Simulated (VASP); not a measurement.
# Ta2Mo (Fd-3m) in VASP: notebook

Runs on Ta2Mo. Level: PBE. Tasks: single point, relaxation of cell and atoms.

Program: VASP 6.6.1. These are calculated values, not measurements. Logs are shortened: lines on timing, memory, paths and dates and some standing lists are left out, and cuts for length are marked.

## (1) The cell of the first run

The structure is cubic, space group Fd-3m (No. 227). The conventional cell has a = 7.600 Å, b = 7.600 Å, c = 7.600 Å, α = 90.00°, β = 90.00°, γ = 90.00°. Ta (site symmetry -3m) has 6 Ta at 2.69 Å and 6 Mo at 3.15 Å within 3.5 Å. Within 4.1 Å of Mo (site symmetry -43m) lie 12 Ta at 3.15 Å and 4 Mo at 3.29 Å.

## (2) Single point, PBE

The input, INCAR:

```
SYSTEM = Ta2Mo
  ALGO = Fast
  EDIFF = 1E-6
  ENCUT = 520
  GGA = PE
  ISIF = 2
  ISMEAR = 0
  LASPH = .TRUE.
  LCHARG = .TRUE.
  LELF = .TRUE.
  LREAL = .FALSE.
  LVHAR = .TRUE.
  LWAVE = .FALSE.
  NBANDS = 45
  NELM = 60
  PREC = Accurate
  SIGMA = 0.1
```

The input, KPOINTS:

```
k-points
0
G
  8 8 8
  0 0 0
```

The input, POSCAR:

```
Ta2Mo
1.0
    0.0000000000      3.8001532037      3.8001532037
    3.8001532037      0.0000000000      3.8001532037
    3.8001532037      3.8001532037      0.0000000000
Ta Mo
4 2
Direct
    0.1250000000      0.1250000000      0.6250000000
    0.1250000000      0.6250000000      0.1250000000
    0.1250000000      0.1250000000      0.1250000000
    0.6250000000      0.1250000000      0.1250000000
    0.7500000000      0.7500000000      0.7500000000
    0.5000000000      0.5000000000      0.5000000000
```

Potentials or basis: VASP PAW PBE potentials, release 64 (Ta_pv, Mo_sv).

The run is started by

```sh
$ cat potpaw_PBE.64/Ta_pv/POTCAR potpaw_PBE.64/Mo_sv/POTCAR > POTCAR
$ mpirun -np 1 vasp_std > vasp.out
```

OUTCAR:

```text
SYSTEM = Ta2Mo
   EDIFF = 1E-6
   ENCUT = 520
   GGA = PE
   ISIF = 2
   ISMEAR = 0
   LASPH = .TRUE.
   LREAL = .FALSE.
   NELM = 60
   PREC = Accurate

 ion  position               nearest neighbor table
   1  0.125  0.125  0.625-   3 2.69   2 2.69   3 2.69   4 2.69   2 2.69   4 2.69   5 3.15   6 3.15
                             5 3.15   6 3.15   6 3.15   5 3.15
   2  0.125  0.625  0.125-   3 2.69   1 2.69   1 2.69   3 2.69   4 2.69   4 2.69   5 3.15   6 3.15
                             5 3.15   6 3.15   6 3.15   5 3.15
   3  0.125  0.125  0.125-   1 2.69   2 2.69   4 2.69   1 2.69   2 2.69   4 2.69   5 3.15   6 3.15
                             5 3.15   6 3.15   5 3.15   6 3.15
   4  0.625  0.125  0.125-   3 2.69   1 2.69   2 2.69   1 2.69   2 2.69   3 2.69   6 3.15   5 3.15
                             6 3.15   5 3.15   6 3.15   5 3.15
   5  0.750  0.750  0.750-   2 3.15   4 3.15   1 3.15   3 3.15   4 3.15   1 3.15   2 3.15   3 3.15
                             3 3.15   2 3.15   4 3.15   1 3.15   6 3.29   6 3.29   6 3.29   6 3.29
   6  0.500  0.500  0.500-   1 3.15   2 3.15   3 3.15   1 3.15   3 3.15   4 3.15   2 3.15   4 3.15
                             3 3.15   1 3.15   2 3.15   4 3.15   5 3.29   5 3.29   5 3.29   5 3.29

  LATTYP: Found a face centered cubic cell.
 ALAT       =     7.6003064074

  Lattice vectors:

 A1 = (   0.0000000000,   3.8001532037,   3.8001532037)
 A2 = (   3.8001532037,   0.0000000000,   3.8001532037)
 A3 = (   3.8001532037,   3.8001532037,   0.0000000000)

Analysis of symmetry for initial positions (statically):
=====================================================================
 Subroutine PRICEL returns:
 Original cell was already a primitive cell.

 Routine SETGRP: Setting up the symmetry group for a
 face centered cubic supercell.

 Subroutine GETGRP returns: Found 48 space group operations
 (whereof 24 operations were pure point group operations)
 out of a pool of 48 trial point group operations.

The static configuration has the point symmetry T_d .
 The point group associated with its full space group is O_h .

Analysis of symmetry for dynamics (positions and initial velocities):
=====================================================================
 Subroutine PRICEL returns:
 Original cell was already a primitive cell.

 Routine SETGRP: Setting up the symmetry group for a
 face centered cubic supercell.

 Subroutine GETGRP returns: Found 48 space group operations
 (whereof 24 operations were pure point group operations)
 out of a pool of 48 trial point group operations.

The dynamic configuration has the point symmetry T_d .
 The point group associated with its full space group is O_h .

 Subroutine INISYM returns: Found 48 space group operations
 (whereof 24 operations are pure point group operations),
 and found     1 'primitive' translations

----------------------------------------------------------------------------------------

                                     Primitive cell

  volume of cell :     109.7573

  direct lattice vectors                    reciprocal lattice vectors
     0.000000000  3.800153204  3.800153204    -0.131573643  0.131573643  0.131573643
     3.800153204  0.000000000  3.800153204     0.131573643 -0.131573643  0.131573643
     3.800153204  3.800153204  0.000000000     0.131573643  0.131573643 -0.131573643

  length of vectors
     5.374228200  5.374228200  5.374228200     0.227892234  0.227892234  0.227892234

  position of ions in fractional coordinates (direct lattice)
     0.125000000  0.125000000  0.625000000
     0.125000000  0.625000000  0.125000000
     0.125000000  0.125000000  0.125000000
     0.625000000  0.125000000  0.125000000
     0.750000000  0.750000000  0.750000000
     0.500000000  0.500000000  0.500000000

  ion indices of the primitive-cell ions
   primitive index   ion index
                 1           1
                 2           2
                 3           3
                 4           4
                 5           5
                 6           6

----------------------------------------------------------------------------------------

 KPOINTS: k-points

Automatic generation of k-mesh.
 Grid dimensions read from file:
 generate k-points for:    8    8    8

 Generating k-lattice:

  Cartesian coordinates                     Fractional coordinates (reciprocal lattice)
    -0.016446705  0.016446705  0.016446705     0.125000000  0.000000000  0.000000000
     0.016446705 -0.016446705  0.016446705     0.000000000  0.125000000  0.000000000
     0.016446705  0.016446705 -0.016446705     0.000000000  0.000000000  0.125000000

  Length of vectors
     0.028486529  0.028486529  0.028486529

  Shift w.r.t. Gamma in fractional coordinates (k-lattice)
     0.000000000  0.000000000  0.000000000

 Subroutine IBZKPT returns following result:
 ===========================================

 Found     29 irreducible k-points:

 Following reciprocal coordinates:
            Coordinates               Weight
  0.000000  0.000000  0.000000      1.000000
  0.125000  0.000000  0.000000      8.000000
  0.250000  0.000000  0.000000      8.000000
  0.375000  0.000000  0.000000      8.000000
  0.500000  0.000000  0.000000      4.000000
  0.125000  0.125000  0.000000      6.000000
[... 16 lines left out ...]
  0.500000  0.250000  0.125000     48.000000
 -0.375000  0.250000  0.125000     24.000000
 [... further k-points ...]
   k-points           NKPTS =     29   k-points in BZ     NKDIM =     29   number of bands    NBANDS=     45
   number of dos      NEDOS =    301   number of ions     NIONS =      6
   total plane-waves  NPLWV =  64000
   dimension x,y,z NGX =    40 NGY =   40 NGZ =   40
   dimension x,y,z NGXF=    80 NGYF=   80 NGZF=   80
   ions per type =               4   2
   NGX,Y,Z   is equivalent  to a cutoff of  12.37, 12.37, 12.37 a.u.
   NGXF,Y,Z  is equivalent  to a cutoff of  24.75, 24.75, 24.75 a.u.
 SYSTEM =  Ta2Mo
   PREC   = accura    normal or accurate (medium, high low for compatibility)
   ISTART =      0    job   : 0-new  1-cont  2-samecut
   ICHARG =      2    charge: 1-file 2-atom 10-const
   ISPIN  =      1    spin polarized calculation?
   LNONCOLLINEAR =      F non collinear calculations
   LSORBIT =      F    spin-orbit coupling
   LASPH  =      T    aspherical Exc in radial PAW
   ENCUT  =  520.0 eV  38.22 Ry    6.18 a.u.   9.99  9.99  9.99*2*pi/ulx,y,z
   NELM   =     60;   NELMIN=  2; NELMDL= -5     # of ELM steps
   EDIFF  = 0.1E-05   stopping-criterion for ELM
   LREAL  =      F    real-space projection
   EDIFFG = 0.1E-04   stopping-criterion for IOM
   NSW    =      0    number of steps for IOM
   IBRION =     -1    ionic relax: 0-MD 1-quasi-New 2-CG
   NFREE  =      0    steps in history (QN), initial steepest desc. (CG)
   ISIF   =      2    stress and relaxation
   ISYM   =      2    0-nonsym 1-usesym 2-fastsym
   POTIM  = 0.5000    time-step for ionic-motion
   TEBEG  =    0.0;   TEEND  =   0.0 temperature during run
   PSTRESS=    0.0 pullay stress
   NELECT =      72.0000    total number of electrons
   NUPDOWN=      -1.0000    fix difference up-down
   EMIN   =  10.00;   EMAX   =-10.00  energy-range for DOS
   EFERMI =   0.00;   METHOD = LEGACY
   ISMEAR =     0;   SIGMA  =   0.10  broadening in eV -4-tet -1-fermi 0-gaus
   EFERMI_NEDOS =   21; number of points for ismear=-14 and -15
   IALGO  =     68    algorithm
   IMIX   =      4    mixing-type and parameters
     AMIX     =   0.40;   BMIX     =  1.00
     AMIX_MAG =   1.60;   BMIX_MAG =  1.00
  volume/ion in A,a.u.               =      18.29       123.45
  Fermi-wavevector in a.u.,A,eV,Ry     =   1.422464  2.688067 27.530073  2.023403
  Thomas-Fermi vector in A             =   2.543165
   LORBIT       =      0    0 simple, 1 ext, 2 COOP (PROOUT), +10 PAW based schemes
   GGA     = PE    functional components
   LHFCALC =     F    Hartree Fock is set to
   AEXX    =    0.0000 exact exchange contribution
   IVDW    =     0    specifies the selected vdW correction
   LEPSILON=     F    determine dielectric tensor
   LRPA    =     F    only Hartree local field effects (RPA)
 non-spin polarized calculation
 RMM-DIIS sequential band-by-band and
 Gauss-broadening in eV      SIGMA  =   0.10
  energy-cutoff  :      520.00
  volume of cell :      109.76
 maximum number of plane-waves:      2996
   NGX = 19   NGY = 19   NGZ = 19

 number of electron      71.9999995 magnetization

 Free energy of the ion-electron system (eV)
  ---------------------------------------------------
  ext. energy  EPLUGINS =         0.00000000
  ---------------------------------------------------
  free energy    TOTEN  =       -66.77083327 eV

  energy without entropy =      -66.75273456  energy(sigma->0) =      -66.76178391

 E-fermi :   6.9656     XC(G=0): -12.4983

 val. band max:        6.9228608202   @ k =   0.5000   0.0000   0.0000
 cond. band min:       6.9920300363   @ k =   0.5000   0.2500   0.1250
 fundamental gap:      0.0691692162
 Fermi energy:         6.9655500679

 k-point     1 :       0.0000    0.0000    0.0000
  band No.  band energies     occupation
      1     -54.1719      2.00000
      2     -54.1512      2.00000
      3     -28.3371      2.00000
      4     -28.2012      2.00000
      5     -28.2012      2.00000
      6     -28.2012      2.00000
[... 37 lines left out ...]
     44      10.9094      0.00000
     45      11.3223      0.00000

 k-point     2 :       0.1250    0.0000    0.0000
  band No.  band energies     occupation
      1     -54.1713      2.00000
      2     -54.1518      2.00000
      3     -28.2933      2.00000
      4     -28.2100      2.00000
      5     -28.2093      2.00000
      6     -28.2093      2.00000
[... 37 lines left out ...]
     44      10.8202      0.00000
     45      11.3651      0.00000

 k-point     3 :       0.2500    0.0000    0.0000
  band No.  band energies     occupation
      1     -54.1698      2.00000
      2     -54.1534      2.00000
      3     -28.2361      2.00000
      4     -28.2235      2.00000
      5     -28.2235      2.00000
      6     -28.1594      2.00000
[... 997 lines left out ...]
     44       9.5719      0.00000
     45      10.3548      0.00000

 k-point    24 :      -0.3750    0.2500    0.1250
  band No.  band energies     occupation
      1     -54.1653      2.00000
      2     -54.1579      2.00000
      3     -28.2396      2.00000
      4     -28.2297      2.00000
      5     -28.2006      2.00000
      6     -28.1578      2.00000
[... 37 lines left out ...]
     44       9.4252      0.00000
     45      10.3946      0.00000

 [... further k-points ...]
[... 5 lines left out ...]
  --------------------------------------------------------------------------------------
  -------------------------------------------------------------------------------------
  Total        0.1657513      0.1657513      0.1657513      0.0000000      0.0000000      0.0000000
  in kB        2.4195477      2.4195477      2.4195477      0.0000000      0.0000000      0.0000000
  external PRESSURE =       2.4195477 kB  Pullay stress =       0.0000000 kB

 VOLUME and BASIS-vectors are now :
 -----------------------------------------------------------------------------
  energy-cutoff  :      520.00
  volume of cell :      109.76
      direct lattice vectors                 reciprocal lattice vectors
     0.000000000  3.800153204  3.800153204    -0.131573643  0.131573643  0.131573643
     3.800153204  0.000000000  3.800153204     0.131573643 -0.131573643  0.131573643
     3.800153204  3.800153204  0.000000000     0.131573643  0.131573643 -0.131573643

 POSITION                                       TOTAL-FORCE (eV/Angst)
 -----------------------------------------------------------------------------------
      2.85011      2.85011      0.95004        -0.000000     -0.000000      0.000000
      2.85011      0.95004      2.85011        -0.000000     -0.000000      0.000000
      0.95004      0.95004      0.95004        -0.000000     -0.000000      0.000000
      0.95004      2.85011      2.85011        -0.000000     -0.000000      0.000000
      5.70023      5.70023      5.70023         0.000000      0.000000     -0.000000
      3.80015      3.80015      3.80015         0.000000     -0.000000      0.000000
 -----------------------------------------------------------------------------------
    total drift:                               -0.000000     -0.000000      0.000000

  FREE ENERGIE OF THE ION-ELECTRON SYSTEM (eV)
  ---------------------------------------------------
  free  energy   TOTEN  =       -66.7708332668 eV

  energy  without entropy=      -66.7527345585  energy(sigma->0) =      -66.76178391
```

Wall time 75 s (1 thread of Intel Xeon 6975P-C (Granite Rapids), shared host); peak memory 0.3 GiB.

What came out:

* Free energy: -66.7708 eV
* Pressure: 0.2 GPa
* Band gap on the k mesh: zero (band 36 reaches 7.33 eV, above the bottom of band 37 at 6.49 eV)

Caveat: spin-orbit coupling is left out, which moves the levels of the heavy elements.

## (3) Relaxation of cell and atoms, PBE

This run uses another cell than the first one, of 16.07 Å³/atom, 0.878 times its volume.

The input, INCAR:

```
SYSTEM = Ta2Mo
  PREC = Accurate
  ENCUT = 600
  EDIFF = 1E-6
  ISMEAR = 0
  SIGMA = 0.1
  LREAL = .FALSE.
  LASPH = .TRUE.
  NELM = 100
  ALGO = Fast
  ISIF = 3
  LWAVE = .FALSE.
  LCHARG = .FALSE.
  GGA = PE
  IBRION = 2
  NSW = 90
  EDIFFG = -0.04
```

The input, KPOINTS:

```
Automatic mesh
0
G
  4 4 4
  0 0 0
```

The input, POSCAR:

```
Ta2Mo
1.0
    0.0000000000      3.6395306900      3.6395306900
    3.6395306900      0.0000000000      3.6395306900
    3.6395306900      3.6395306900      0.0000000000
Ta Mo
4 2
Direct
    0.6250000000      0.6250000000      0.1250000000
    0.6250000000      0.1250000000      0.6250000000
    0.6250000000      0.6250000000      0.6250000000
    0.1250000000      0.6250000000      0.6250000000
    0.2500000000      0.2500000000      0.2500000000
    0.0000000000      0.0000000000      0.0000000000
```

Potentials or basis: VASP PAW PBE potentials, release 64 (Ta_pv, Mo_sv).

The run is started by

```sh
$ cat potpaw_PBE.64/Ta_pv/POTCAR potpaw_PBE.64/Mo_sv/POTCAR > POTCAR
$ mpirun -np 1 vasp_std > vasp.out
```

Wall time 3 min (1 thread of Intel Xeon 6975P-C (Granite Rapids), shared host); peak memory 0.28 GiB.

The run converged. Its results:

- Free energy: -66.7095 eV
- Relaxed volume: 18.35 Å³/atom
- Relaxed cell: a = 5.380 Å, b = 5.380 Å, c = 5.380 Å, α = 60.00°, β = 60.00°, γ = 60.00°
- Space group after relaxing (to 0.05 Å): Fd-3m (No. 227)
- Energy gained by relaxing: 218.9 meV/atom
- Ionic steps: 5
- Pressure after relaxing: 0.1 GPa
- Band gap on the k mesh: zero (band 36 reaches 7.30 eV, above the bottom of band 37 at 6.90 eV)

Step by step:
| step | energy change (eV) | largest force (eV/Å) | pressure (GPa) | volume (Å³) |
| --- | --- | --- | --- | --- |
| 1 | 0.0000 | 0.0000 | 33.98 | 96.42 |
| 2 | 4.2864 | 0.0000 | -31.99 | 152.23 |
| 3 | -1.2982 | 0.0000 | -2.89 | 111.85 |
| 4 | -1.3132 | 0.0000 | -0.39 | 110.41 |
| 5 | -1.3135 | 0.0000 | 0.13 | 110.11 |

Final structure:
```
Ta Mo
1.0
     0.00000    3.80426    3.80426
     3.80426    0.00000    3.80426
     3.80426    3.80426    0.00000
Ta Mo
4 2
Direct
  0.62500 0.62500 0.12500
  0.62500 0.12500 0.62500
  0.62500 0.62500 0.62500
  0.12500 0.62500 0.62500
  0.25000 0.25000 0.25000
  0.00000 0.00000 0.00000
```

Levels at points of the mesh, in eV from the Fermi level:
```tsv
k point	band 34	band 35	band 36	band 37	band 38	band 39
(0.00, 0.00, 0.00)	-0.79	-0.79	0.34	0.34	0.34	0.69
(0.50, 0.00, 0.00)	-0.58	-0.58	-0.25	-0.06	-0.06	0.58
(0.50, 0.50, 0.00)	-1.48	-0.57	-0.57	0.53	0.53	0.59
```

Caveat: the k points lie up to 0.36 Å⁻¹ apart in the final cell; spin-orbit coupling is left out, which moves the levels of the heavy elements.

## (4) Relaxation of cell and atoms, PBE

This run uses another cell than the first one, of 18.37 Å³/atom, 1.004 times its volume.

The input, INCAR:

```
ALGO = Fast
EDIFF = 1E-7
EDIFFG = -0.01
ENCUT = 600
GGA = PE
IBRION = 2
ISIF = 3
ISMEAR = 0
LASPH = T
LCHARG = F
LREAL = F
LWAVE = F
NELM = 100
NSW = 100
PREC = Accurate
SIGMA = 0.1
```

The input, KPOINTS:

```
k-points
0
Gamma
  8 8 8
```

The input, POSCAR:

```
Ta2Mo
1.0
    0.0000000000      3.8055380194      3.8055380194
    3.8055380194      0.0000000000      3.8055380194
    3.8055380194      3.8055380194      0.0000000000
Ta Mo
4 2
Direct
    0.1250000000      0.1250000000      0.6250000000
    0.1250000000      0.6250000000      0.1250000000
    0.1250000000      0.1250000000      0.1250000000
    0.6250000000      0.1250000000      0.1250000000
    0.7500000000      0.7500000000      0.7500000000
    0.5000000000      0.5000000000      0.5000000000
```

The run is started by

```sh
$ cat potpaw_PBE.64/Ta_pv/POTCAR potpaw_PBE.64/Mo_sv/POTCAR > POTCAR
$ mpirun -np 1 vasp_std > vasp.out
```

It took 5.1 min on 1 thread of Intel Xeon 6975P-C (Granite Rapids), shared host; peak memory 0.41 GiB.

It converged, with:

```
Free energy                            : -66.7724 eV
Relaxed volume                         : 18.32 Å³/atom
Relaxed cell                           : a = 5.376 Å, b = 5.376 Å, c = 5.376 Å, α = 60.00°, β = 60.00°, γ = 60.00°
Space group after relaxing (to 0.05 Å) : Fd-3m (No. 227)
Energy gained by relaxing              : 0.1 meV/atom
Ionic steps                            : 3
Pressure after relaxing                : 0.0 GPa
Band gap on the k mesh                 : zero (band 36 reaches 7.32 eV, above the bottom of band 37 at 6.48 eV)
```

The path:
| step | energy change (eV) | largest force (eV/Å) | pressure (GPa) | volume (Å³) |
| --- | --- | --- | --- | --- |
| 1 | 0.0000 | 0.0000 | -0.58 | 110.22 |
| 2 | 0.0023 | 0.0000 | 1.30 | 109.17 |
| 3 | -0.0006 | 0.0000 | 0.00 | 109.89 |

Final structure:
```
CELL_PARAMETERS angstrom
0.00000 3.80173 3.80173
3.80173 0.00000 3.80173
3.80173 3.80173 0.00000
ATOMIC_POSITIONS crystal
Ta 0.12500 0.12500 0.62500
Ta 0.12500 0.62500 0.12500
Ta 0.12500 0.12500 0.12500
Ta 0.62500 0.12500 0.12500
Mo 0.75000 0.75000 0.75000
Mo 0.50000 0.50000 0.50000
```

Levels at points of the mesh, in eV from the Fermi level:
```tsv
k point	band 34	band 35	band 36	band 37	band 38	band 39
(0.00, 0.00, 0.00)	-0.76	-0.76	0.36	0.36	0.36	0.71
(0.50, 0.00, 0.00)	-0.55	-0.55	-0.25	-0.04	-0.04	0.60
(0.50, 0.50, 0.00)	-1.46	-0.55	-0.55	0.55	0.55	0.62
```

Caveat: spin-orbit coupling is left out, which moves the levels of the heavy elements.

## (5) Overview

| task | cell | k mesh | cutoff (eV) | gap on the mesh (eV) | pressure (GPa) | relaxed volume (Å³/atom) |
| --- | --- | --- | --- | --- | --- | --- |
| single point | a = 5.374 Å, angles 60.0°, 6 atoms | 8 × 8 × 8 | 520 | none | 0.2 | - |
| relaxation of cell and atoms | relaxed from a = 5.147 Å, angles 60.0°, 6 atoms | 4 × 4 × 4 | 600 | none | 0.1 | 18.35 |
| relaxation of cell and atoms | relaxed from a = 5.382 Å, angles 60.0°, 6 atoms | 8 × 8 × 8 | 600 | none | 0.0 | 18.32 |

Alike in all rows: level PBE; potentials or basis VASP PAW PBE potentials, release 64 (Ta_pv, Mo_sv); no spin polarisation; smearing gaussian 0.1 eV.

Caveats: some runs use coarse meshes; spin-orbit coupling is left out, which moves the levels of the heavy elements.

Absolute energies hang on the potentials; compare differences alone.
